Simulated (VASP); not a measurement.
Runs of VASP 6.6.1 on RbBr. The structure is that of space group Fm-3m (No. 225), or close to it. The cells are those of the table. 

| level | cell | k mesh | smearing | grid for exact exchange (PRECFOCK) | share of exact exchange | screening parameter | gap on the mesh (eV) | pressure (GPa) |
| --- | --- | --- | --- | --- | --- | --- | --- | --- |
| HSE06 | a = 4.868, b = 4.868, c = 4.821 Å, angles 60.3, 60.3, 59.4°, 2 atoms | 4 × 4 × 4 | gaussian 0.01 eV | Normal | 0.25 | 0.2079 1/Å | 5.51 | 0.7 |
| HSE06 | a = 4.894 Å, angles 60.0°, 2 atoms | 4 × 4 × 4 | gaussian 0.01 eV | Normal | 0.25 | 0.2079 1/Å | 5.44 | 0.3 |
| r2SCAN | a = 4.956, b = 4.956, c = 4.894 Å, angles 60.4, 60.4, 59.2°, 2 atoms | 6 × 6 × 6 | gaussian 0.01 eV | - | - | - | (a) | -0.3 |
| PBE | a = 4.895, b = 4.895, c = 4.956 Å, angles 59.6, 59.6, 59.2°, 2 atoms | 6 × 6 × 6 | fermi-dirac 0.02 eV | - | - | - | 4.27 | (b) |
| r2SCAN | a = 4.868, b = 4.868, c = 4.821 Å, angles 60.3, 60.3, 59.4°, 2 atoms | 6 × 6 × 6 | gaussian 0.01 eV | - | - | - | 4.95 | 0.5 |

Alike in all rows: task single point; potentials or basis VASP PAW PBE potentials, release 64 (Rb_sv, Br); no spin polarisation; cutoff (eV) 520.

Q: Fill in the values left out.

A: (a) 4.82; (b) 0.6.

Caveats: the PAW data sets were made with another functional, which shifts forces and pressure a little (at least some runs).

A k mesh can miss the band edges, and the runs leave out spin-orbit coupling on Br, Rb.
